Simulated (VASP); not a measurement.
# SrCl2 (I4mm) in VASP: further runs

Runs on SrCl2. Level: r2SCAN. Tasks: single point.

Program: VASP 6.6.1. These are calculated values, not measurements. Logs are shortened: lines on timing, memory, paths and dates and some standing lists are left out, and cuts for length are marked.

### 1 The cell of the first run

Symmetry: I4mm, No. 107, tetragonal system. Conventional cell: a = 4.929 Å, b = 4.929 Å, c = 6.971 Å, α = 90.00°, β = 90.00°, γ = 90.00°. Sr (site symmetry 4mm) has 8 Cl at 2.91 to 3.14 Å within 3.8 Å. Cl (site symmetry 2mm) has 4 Sr at 2.91 to 3.14 Å and 6 Cl at 3.49 Å within 3.8 Å.

### 2 Single point, r2SCAN (all Cl atoms moved -0.200 Å, as atom 2 along Cartesian [1 0 0])

POSCAR reads:

```
SrCl2
1.0
    0.0000000000      3.4855000000      3.4855000000
    3.4855000000      0.0000000000      3.4855000000
    3.4855000000      3.4855000000      0.0000000000
Sr Cl
1 2
Direct
    0.0000000000      0.0000000000      0.0000000000
    0.2786902883      0.2213097117      0.2213097117
    0.7786902883      0.7213097117      0.7213097117
```

INCAR.step1 reads:

```
ALGO     = Normal         # electronic algorithm
EDIFF    = 1E-4           # SCF threshold, eV
ENCUT    = 520            # plane-wave cutoff, eV
GGA      = PE             # functional
ISMEAR   = 0              # smearing method
LASPH    = T              # aspherical terms in the spheres
LCHARG   = F              # write CHGCAR
LREAL    = F              # projectors in reciprocal space
LWAVE    = T              # write WAVECAR
NBANDS   = 19             # bands
NELM     = 80             # most SCF steps
PREC     = Accurate       # precision mode
SIGMA    = 0.05           # smearing width, eV
```

INCAR.step2 reads:

```
ALGO     = Normal         # electronic algorithm
EDIFF    = 1E-7           # SCF threshold, eV
ENCUT    = 520            # plane-wave cutoff, eV
ISIF     = 2              # what is computed and relaxed
ISMEAR   = 0              # smearing method
ISTART   = 1            
LASPH    = T              # aspherical terms in the spheres
LCHARG   = F              # write CHGCAR
LMIXTAU  = T            
LREAL    = F              # projectors in reciprocal space
LWAVE    = F              # write WAVECAR
METAGGA  = R2SCAN         # meta-GGA
NBANDS   = 19             # bands
NELM     = 80             # most SCF steps
PREC     = Accurate       # precision mode
SIGMA    = 0.05           # smearing width, eV
```

KPOINTS reads:

```
k-points
0
Gamma
  6 6 6
```

Potentials or basis: VASP PAW PBE potentials, release 64 (Sr_sv, Cl).

Run with:

```
> cat potpaw_PBE.64/Sr_sv/POTCAR potpaw_PBE.64/Cl/POTCAR > POTCAR
> cp INCAR.step1 INCAR
> mpirun -np 1 vasp_std > vasp.out
> cp INCAR.step2 INCAR
> mpirun -np 1 vasp_std > vasp.out
```

OUTCAR:

```text
EDIFF = 1E-7
   ENCUT = 520
   ISIF = 2
   ISMEAR = 0
   ISTART = 1
   LASPH = T
   LREAL = F
   METAGGA = R2SCAN
   NELM = 80
   PREC = Accurate

 ion  position               nearest neighbor table
   1  0.000  0.000  0.000-   3 2.91   3 2.91   2 2.91   2 2.91   3 3.14   2 3.14   2 3.14   3 3.14

   2  0.279  0.221  0.221-   1 2.91   1 2.91   1 3.14   1 3.14
   3  0.779  0.721  0.721-   1 2.91   1 2.91   1 3.14   1 3.14

  LATTYP: Found a face centered cubic cell.
 ALAT       =     6.9710000000

  Lattice vectors:

 A1 = (   0.0000000000,   3.4855000000,   3.4855000000)
 A2 = (   3.4855000000,   0.0000000000,   3.4855000000)
 A3 = (   3.4855000000,   3.4855000000,   0.0000000000)

Analysis of symmetry for initial positions (statically):
=====================================================================
 Subroutine PRICEL returns:
 Original cell was already a primitive cell.

 Routine SETGRP: Setting up the symmetry group for a
 face centered cubic supercell.

 Subroutine GETGRP returns: Found  8 space group operations
 (whereof  8 operations were pure point group operations)
 out of a pool of 48 trial point group operations.

The static configuration has the point symmetry C_4v.

Analysis of symmetry for dynamics (positions and initial velocities):
=====================================================================
 Subroutine PRICEL returns:
 Original cell was already a primitive cell.

 Routine SETGRP: Setting up the symmetry group for a
 face centered cubic supercell.

 Subroutine GETGRP returns: Found  8 space group operations
 (whereof  8 operations were pure point group operations)
 out of a pool of 48 trial point group operations.

The dynamic configuration has the point symmetry C_4v.

 Subroutine INISYM returns: Found  8 space group operations
 (whereof  8 operations are pure point group operations),
 and found     1 'primitive' translations

----------------------------------------------------------------------------------------

                                     Primitive cell

  volume of cell :      84.6887

  direct lattice vectors                    reciprocal lattice vectors
[... 84 lines left out ...]
   LNONCOLLINEAR =      F non collinear calculations
   LSORBIT =      F    spin-orbit coupling
   LASPH  =      T    aspherical Exc in radial PAW
   ENCUT  =  520.0 eV  38.22 Ry    6.18 a.u.   9.17  9.17  9.17*2*pi/ulx,y,z
   NELM   =     80;   NELMIN=  2; NELMDL=  0     # of ELM steps
   EDIFF  = 0.1E-06   stopping-criterion for ELM
   LREAL  =      F    real-space projection
   EDIFFG = 0.1E-05   stopping-criterion for IOM
   NSW    =      0    number of steps for IOM
   IBRION =     -1    ionic relax: 0-MD 1-quasi-New 2-CG
   NFREE  =      0    steps in history (QN), initial steepest desc. (CG)
   ISIF   =      2    stress and relaxation
   ISYM   =      2    0-nonsym 1-usesym 2-fastsym
   POTIM  = 0.5000    time-step for ionic-motion
   TEBEG  =    0.0;   TEEND  =   0.0 temperature during run
   PSTRESS=    0.0 pullay stress
   NELECT =      24.0000    total number of electrons
   NUPDOWN=      -1.0000    fix difference up-down
   EMIN   =  10.00;   EMAX   =-10.00  energy-range for DOS
   EFERMI =   0.00;   METHOD = LEGACY
   ISMEAR =     0;   SIGMA  =   0.05  broadening in eV -4-tet -1-fermi 0-gaus
   EFERMI_NEDOS =   21; number of points for ismear=-14 and -15
   IALGO  =     38    algorithm
   IMIX   =      4    mixing-type and parameters
     AMIX     =   0.40;   BMIX     =  1.00
     AMIX_MAG =   1.60;   BMIX_MAG =  1.00
  volume/ion in A,a.u.               =      28.23       190.50
  Fermi-wavevector in a.u.,A,eV,Ry     =   1.075318  2.032056 15.732530  1.156308
  Thomas-Fermi vector in A             =   2.211171
   LORBIT       =      0    0 simple, 1 ext, 2 COOP (PROOUT), +10 PAW based schemes
   METAGGA = R2SCAN    functional components
   LHFCALC =     F    Hartree Fock is set to
   AEXX    =    0.0000 exact exchange contribution
   IVDW    =     0    specifies the selected vdW correction
   LEPSILON=     F    determine dielectric tensor
   LRPA    =     F    only Hartree local field effects (RPA)
 non-spin polarized calculation
 Gauss-broadening in eV      SIGMA  =   0.05
  energy-cutoff  :      520.00
  volume of cell :       84.69
 maximum number of plane-waves:      2301
 NGX is ok and might be reduce to    40
   NGX = 19   NGY = 19   NGZ = 19

 number of electron      23.9999999 magnetization

 Free energy of the ion-electron system (eV)
  ---------------------------------------------------
  ext. energy  EPLUGINS =         0.00000000
  ---------------------------------------------------
  free energy    TOTEN  =       -35.63470036 eV

  energy without entropy =      -35.63470036  energy(sigma->0) =      -35.63470036

 E-fermi :   0.1400     XC(G=0):  -8.7726

 val. band max:       -0.1777780863   @ k =   0.5000   0.5000   0.0000
 cond. band min:       5.7565505398   @ k =   0.0000   0.0000   0.0000
 fundamental gap:      5.9343286261
 Fermi energy:         0.1399853731

 k-point     1 :       0.0000    0.0000    0.0000
  band No.  band energies     occupation
      1     -34.1192      2.00000
      2     -15.5233      2.00000
      3     -15.5000      2.00000
      4     -15.5000      2.00000
      5     -14.0871      2.00000
      6     -13.2427      2.00000
[... 505 lines left out ...]
      6     -13.4344      2.00000
[... 11 lines left out ...]
     18       9.2621      0.00000
     19      10.3479      0.00000

 [... further k-points ...]

------------------------ aborting loop because EDIFF is reached ----------------------------------------

  FORCE on cell =-STRESS in cart. coord.  units (eV):
  Direction    XX          YY          ZZ          XY          YZ          ZX
  --------------------------------------------------------------------------------------
  -------------------------------------------------------------------------------------
  Total        0.3887766      0.5550327      0.5550327      0.0000000     -0.0000000      0.0000000
  in kB        7.3550461     10.5003538     10.5003538      0.0000000     -0.0000000      0.0000000
  external PRESSURE =       9.4519179 kB  Pullay stress =       0.0000000 kB

 VOLUME and BASIS-vectors are now :
 -----------------------------------------------------------------------------
  energy-cutoff  :      520.00
  volume of cell :       84.69
      direct lattice vectors                 reciprocal lattice vectors
     0.000000000  3.485500000  3.485500000    -0.143451442  0.143451442  0.143451442
     3.485500000  0.000000000  3.485500000     0.143451442 -0.143451442  0.143451442
     3.485500000  3.485500000  0.000000000     0.143451442  0.143451442 -0.143451442

 POSITION                                       TOTAL-FORCE (eV/Angst)
 -----------------------------------------------------------------------------------
      0.00000      0.00000      0.00000        -0.609518      0.000000      0.000000
      1.54275      1.74275      1.74275         0.304759      0.000000      0.000000
      5.02825      5.22825      5.22825         0.304759      0.000000      0.000000
 -----------------------------------------------------------------------------------
    total drift:                                0.001106     -0.000001     -0.000001

  FREE ENERGIE OF THE ION-ELECTRON SYSTEM (eV)
  ---------------------------------------------------
  free  energy   TOTEN  =       -35.6347003555 eV

  energy  without entropy=      -35.6347003555  energy(sigma->0) =      -35.63470036
```

It took 2.5 min on 1 thread of Intel Xeon Platinum 8488C (Sapphire Rapids), shared host; peak memory 0.27 GiB.

What came out:

- Free energy: -35.6347 eV
- Pressure: 0.9 GPa
- Largest force: 0.610 eV/Å
- Band gap on the k mesh: 5.93 eV (least direct gap 5.97 eV)

Forces on the atoms (eV/Å):
```
Sr  -0.610  0.000  0.000
Cl   0.305  0.000  0.000
Cl   0.305  0.000  0.000
```

Stress tensor (GPa, compression positive):
```
0.74 0.00 0.00
0.00 1.05 0.00
0.00 0.00 1.05
```

Caveat: the cell differs from its parent crystal (all Cl atoms moved -0.200 Å, as atom 2 along Cartesian [1 0 0]); the PAW data sets were made with another functional, which shifts forces and pressure a little. A k mesh can miss the band edges.

### 3 Single point, r2SCAN (all Cl atoms moved +0.150 Å, as atom 2 along Cartesian [1 0 0])

POSCAR reads:

```
SrCl2
1.0
    0.0000000000      3.4855000000      3.4855000000
    3.4855000000      0.0000000000      3.4855000000
    3.4855000000      3.4855000000      0.0000000000
Sr Cl
1 2
Direct
    0.0000000000      0.0000000000      0.0000000000
    0.2284822837      0.2715177163      0.2715177163
    0.7284822837      0.7715177163      0.7715177163
```

INCAR.step1 reads:

```
SYSTEM = SrCl2
ALGO = Normal
EDIFF = 1E-4
ENCUT = 520
GGA = PE
ISMEAR = 0
LASPH = .True.
LCHARG = .False.
LREAL = .False.
LWAVE = .True.
NBANDS = 19
NELM = 80
PREC = Accurate
SIGMA = 0.05
```

INCAR.step2 reads:

```
SYSTEM = SrCl2
ALGO = Normal
EDIFF = 1E-7
ENCUT = 520
ISIF = 2
ISMEAR = 0
ISTART = 1
LASPH = .True.
LCHARG = .True.
LELF = .True.
LMIXTAU = .True.
LREAL = .False.
LVHAR = .True.
LWAVE = .False.
METAGGA = R2SCAN
NBANDS = 19
NELM = 80
PREC = Accurate
SIGMA = 0.05
```

KPOINTS reads:

```
k-points
0
Gamma
  6 6 6
  0 0 0
```

Potentials or basis: VASP PAW PBE potentials, release 64 (Sr_sv, Cl).

Run with:

```
> cat potpaw_PBE.64/Sr_sv/POTCAR potpaw_PBE.64/Cl/POTCAR > POTCAR
> cp INCAR.step1 INCAR
> mpirun -np 1 vasp_std > vasp.out
> cp INCAR.step2 INCAR
> mpirun -np 1 vasp_std > vasp.out
```

Run time: 2.2 min. Hardware: 1 thread of Intel Xeon Platinum 8488C (Sapphire Rapids), shared host; peak memory 0.27 GiB.

The run converged. Its results:

* Free energy: -35.6613 eV
* Pressure: 0.7 GPa
* Largest force: 0.455 eV/Å
* Band gap on the k mesh: 5.95 eV (least direct gap 5.98 eV)

Forces on the atoms (eV/Å):
```
Sr   0.455  0.000  0.000
Cl  -0.227  0.000  0.000
Cl  -0.227  0.000  0.000
```

Stress tensor (GPa, compression positive):
```
0.60 0.00 0.00
0.00 0.78 0.00
0.00 0.00 0.78
```

Levels at points of the mesh, in eV from the valence-band top:
```csv
k point,band 8,band 9,band 10,band 11,band 12,band 13,band 14,band 15,band 16,band 17
"(0.00, 0.00, 0.00)",-2.17,-2.17,-0.39,-0.37,-0.37,5.95,6.66,6.76,9.39,9.39
"(0.50, 0.00, 0.00)",-1.61,-1.51,-1.34,-1.10,-1.09,7.26,7.30,7.94,8.55,9.33
"(0.50, 0.50, 0.00)",-1.95,-1.95,-0.48,-0.41,0.00,5.98,7.77,8.17,8.49,8.74
"(0.00, 0.50, 0.50)",-1.95,-1.95,-0.42,-0.42,-0.03,6.00,7.84,8.16,8.73,8.73
```

Caveat: the cell differs from its parent crystal (all Cl atoms moved +0.150 Å, as atom 2 along Cartesian [1 0 0]); the PAW data sets were made with another functional, which shifts forces and pressure a little.

### 4 Single point, r2SCAN (all Cl atoms moved +0.175 Å, as atom 2 along Cartesian [1 0 0])

POSCAR reads:

```
SrCl2
1.0
    0.0000000000      3.4855000000      3.4855000000
    3.4855000000      0.0000000000      3.4855000000
    3.4855000000      3.4855000000      0.0000000000
Sr Cl
1 2
Direct
    0.0000000000      0.0000000000      0.0000000000
    0.2248959977      0.2751040023      0.2751040023
    0.7248959977      0.7751040023      0.7751040023
```

INCAR.step1 reads:

```
  PREC = Accurate
  ENCUT = 520
  ISMEAR = 0
  SIGMA = 0.05
  LREAL = F
  LASPH = T
  NELM = 60
  NBANDS = 19
  GGA = PE
  ALGO = Normal
  EDIFF = 1E-4
  LWAVE = T
  LCHARG = F
```

INCAR.step2 reads:

```
  PREC = Accurate
  ENCUT = 520
  EDIFF = 1E-7
  ISMEAR = 0
  SIGMA = 0.05
  LREAL = F
  LASPH = T
  NELM = 60
  ALGO = Normal
  ISIF = 2
  LWAVE = F
  LCHARG = T
  METAGGA = R2SCAN
  LMIXTAU = T
  LELF = T
  LVHAR = T
  NBANDS = 19
  ISTART = 1
```

KPOINTS reads:

```
regular mesh
0
Gamma
  6 6 6
```

Potentials or basis: VASP PAW PBE potentials, release 64 (Sr_sv, Cl).

Run with:

```
> cat potpaw_PBE.64/Sr_sv/POTCAR potpaw_PBE.64/Cl/POTCAR > POTCAR
> cp INCAR.step1 INCAR
> mpirun -np 1 vasp_std > vasp.out
> cp INCAR.step2 INCAR
> mpirun -np 1 vasp_std > vasp.out
```

OUTCAR:

```text
PREC = Accurate
   ENCUT = 520
   EDIFF = 1E-7
   ISMEAR = 0
   LREAL = F
   LASPH = T
   NELM = 60
   ISIF = 2
   METAGGA = R2SCAN
   ISTART = 1

 ion  position               nearest neighbor table
   1  0.000  0.000  0.000-   2 2.92   2 2.92   3 2.92   3 2.92   3 3.12   3 3.12   2 3.12   2 3.12

   2  0.225  0.275  0.275-   1 2.92   1 2.92   1 3.12   1 3.12
   3  0.725  0.775  0.775-   1 2.92   1 2.92   1 3.12   1 3.12

  LATTYP: Found a face centered cubic cell.
 ALAT       =     6.9710000000

  Lattice vectors:

 A1 = (   0.0000000000,   3.4855000000,   3.4855000000)
 A2 = (   3.4855000000,   0.0000000000,   3.4855000000)
 A3 = (   3.4855000000,   3.4855000000,   0.0000000000)

Analysis of symmetry for initial positions (statically):
=====================================================================
 Subroutine PRICEL returns:
 Original cell was already a primitive cell.

 Routine SETGRP: Setting up the symmetry group for a
 face centered cubic supercell.

 Subroutine GETGRP returns: Found  8 space group operations
 (whereof  8 operations were pure point group operations)
[... 164 lines left out ...]

  energy without entropy =      -35.64896353  energy(sigma->0) =      -35.64896353

 E-fermi :   0.1218     XC(G=0):  -8.7741

 val. band max:       -0.1827261410   @ k =   0.5000   0.5000   0.0000
 cond. band min:       5.7603525122   @ k =   0.0000   0.0000   0.0000
 fundamental gap:      5.9430786532
 Fermi energy:         0.1218063599

 k-point     1 :       0.0000    0.0000    0.0000
  band No.  band energies     occupation
      1     -34.1255      2.00000
      2     -15.5221      2.00000
      3     -15.5040      2.00000
      4     -15.5040      2.00000
      5     -14.0900      2.00000
      6     -13.2374      2.00000
[... 505 lines left out ...]
      6     -13.4326      2.00000
[... 11 lines left out ...]
     18       9.2709      0.00000
     19      10.3389      0.00000

 [... further k-points ...]

------------------------ aborting loop because EDIFF is reached ----------------------------------------

  FORCE on cell =-STRESS in cart. coord.  units (eV):
  Direction    XX          YY          ZZ          XY          YZ          ZX
  --------------------------------------------------------------------------------------
  -------------------------------------------------------------------------------------
  Total        0.3522231      0.4790321      0.4790321     -0.0000000      0.0000000      0.0000000
  in kB        6.6635112      9.0625393      9.0625393     -0.0000000      0.0000000      0.0000000
  external PRESSURE =       8.2628632 kB  Pullay stress =       0.0000000 kB

 VOLUME and BASIS-vectors are now :
 -----------------------------------------------------------------------------
  energy-cutoff  :      520.00
  volume of cell :       84.69
      direct lattice vectors                 reciprocal lattice vectors
     0.000000000  3.485500000  3.485500000    -0.143451442  0.143451442  0.143451442
     3.485500000  0.000000000  3.485500000     0.143451442 -0.143451442  0.143451442
     3.485500000  3.485500000  0.000000000     0.143451442  0.143451442 -0.143451442

 POSITION                                       TOTAL-FORCE (eV/Angst)
 -----------------------------------------------------------------------------------
      0.00000      0.00000      0.00000         0.531968      0.000000      0.000000
      1.91775      1.74275      1.74275        -0.265984     -0.000000     -0.000000
      5.40325      5.22825      5.22825        -0.265984      0.000000      0.000000
 -----------------------------------------------------------------------------------
    total drift:                                0.001317      0.000000      0.000000

  FREE ENERGIE OF THE ION-ELECTRON SYSTEM (eV)
  ---------------------------------------------------
  free  energy   TOTEN  =       -35.6489635283 eV

  energy  without entropy=      -35.6489635283  energy(sigma->0) =      -35.64896353
```

OSZICAR.step1:

```text
N       E                     dE             d eps       ncg     rms          rms(c)
DAV:   1     0.141384433281E+03    0.14138E+03   -0.11445E+04  1140   0.113E+03
DAV:   2    -0.368064633332E+01   -0.14507E+03   -0.14050E+03  1494   0.222E+02
DAV:   3    -0.126844942506E+02   -0.90038E+01   -0.89704E+01  1457   0.552E+01
DAV:   4    -0.130183624400E+02   -0.33387E+00   -0.33331E+00  1912   0.930E+00
DAV:   5    -0.130212416258E+02   -0.28792E-02   -0.28791E-02  1541   0.867E-01    0.135E+01
DAV:   6    -0.127207855270E+02    0.30046E+00   -0.59882E-01  1310   0.437E+00    0.859E+00
DAV:   7    -0.127303579679E+02   -0.95724E-02   -0.37763E-01  1552   0.369E+00    0.215E+00
DAV:   8    -0.127358630954E+02   -0.55051E-02   -0.55514E-02  1308   0.131E+00    0.433E-01
DAV:   9    -0.127367689542E+02   -0.90586E-03   -0.19575E-03  1432   0.270E-01    0.158E-01
DAV:  10    -0.127381628937E+02   -0.13939E-02   -0.96025E-04  1229   0.182E-01    0.379E-02
DAV:  11    -0.127382745101E+02   -0.11162E-03   -0.73588E-05  1365   0.490E-02    0.417E-02
DAV:  12    -0.127382981484E+02   -0.23638E-04   -0.26038E-05   978   0.281E-02
   1 F= -.12738298E+02 E0= -.12738298E+02  d E =-.923614E-21
```

Wall time 2.8 min (1 thread of Intel Xeon Platinum 8488C (Sapphire Rapids), shared host); peak memory 0.27 GiB.

Results:

- Free energy: -35.6490 eV
- Pressure: 0.8 GPa
- Largest force: 0.532 eV/Å
- Band gap on the k mesh: 5.94 eV (least direct gap 5.97 eV)

Forces on the atoms (eV/Å):
```
Sr   0.532  0.000  0.000
Cl  -0.266  0.000  0.000
Cl  -0.266  0.000  0.000
```

Levels at points of the mesh, in eV from the valence-band top:
```csv
k point,band 10,band 11,band 12,band 13,band 14,band 15
"(0.00, 0.00, 0.00)",-0.40,-0.38,-0.38,5.94,6.65,6.78
"(0.50, 0.00, 0.00)",-1.34,-1.11,-1.10,7.25,7.30,7.90
"(0.50, 0.50, 0.00)",-0.51,-0.41,0.00,5.97,7.76,8.16
"(0.00, 0.50, 0.50)",-0.43,-0.43,-0.04,6.00,7.86,8.14
```

Caveat: the cell differs from its parent crystal (all Cl atoms moved +0.175 Å, as atom 2 along Cartesian [1 0 0]); the PAW data sets were made with another functional, which shifts forces and pressure a little.

### 5 Overview

| cell | gap on the mesh (eV) | pressure (GPa) | largest force (eV/Å) |
| --- | --- | --- | --- |
| as given, atomic positions A | 5.93 | 0.9 | 0.61 |
| as given, atomic positions B | 5.95 | 0.7 | 0.45 |
| as given, atomic positions C | 5.94 | 0.8 | 0.53 |

Alike in all rows: task single point; level r2SCAN; potentials or basis VASP PAW PBE potentials, release 64 (Sr_sv, Cl); no spin polarisation; k mesh 6 × 6 × 6; cutoff (eV) 520; smearing gaussian 0.05 eV.

Caveats: the PAW data sets were made with another functional, which shifts forces and pressure a little.

Total energies depend on the potentials used, so only differences within one code and one set of settings carry meaning.
